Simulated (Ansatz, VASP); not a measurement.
# Be: VASP beside Ansatz

```
CELL_PARAMETERS angstrom
2.20357 0.00000 0.00000
-1.10178 1.90835 0.00000
0.00000 0.00000 3.46116
ATOMIC_POSITIONS crystal
Be 0.33333 0.66667 0.25000
Be 0.66667 0.33333 0.75000
```

Alike in both runs: task single point; functional PBE; k mesh 26 × 26 × 15; occupations fermi-dirac, width 0.1 eV; no spin polarisation.

|  | VASP | Ansatz |
| --- | --- | --- |
| version | VASP 6.6.1 | Ansatz 0.2.0 |
| potentials or method | VASP PAW PBE potentials, release 64 (Be), cutoff 520 eV | plane waves (420 eV) with PAW, scalar-relativistic |
| valence electrons in the cell | 4 | 4 |

```tsv
	VASP	Ansatz	Ansatz less VASP
pressure (GPa)	12.0	11.8	-0.21
traceless stress, the component that is largest in VASP (GPa)	1.94	1.91	-0.031
```

The functional is the same, so the differences come from potentials, cutoffs and numerics.
